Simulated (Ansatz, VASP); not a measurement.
**Ni: VASP beside Ansatz**

```
Ni
1.0
    -1.39845    1.39845    1.39845
     1.39845   -1.39845    1.39845
     1.39845    1.39845   -1.39845
Ni
1
Direct
  0.00000 0.00000 0.00000
```

Alike in both runs: task relaxation of cell and atoms; functional revPBE; k mesh 16 × 16 × 16; occupations fermi-dirac, width 0.1 eV; no spin polarisation.

|  | VASP | Ansatz |
| --- | --- | --- |
| version | VASP 6.6.1 | Ansatz 0.2.0 |
| potentials or method | VASP PAW PBE potentials, release 64 (Ni), cutoff 600 eV | plane waves (420 eV) with PAW, scalar-relativistic |
| valence electrons in the cell | 10 | 18 |

```tsv
	VASP	Ansatz	Ansatz less VASP
relaxed volume (Å³/atom)	11.16	11.15	-0.002
relaxed cell length with the largest relative difference (Å)	2.438	2.438	-0.0001
```

VASP's potentials were made for PBE, not for revPBE. VASP's potentials hold 10 valence electrons a cell and Ansatz's 18, so a difference there can come from the potentials and not from the codes.
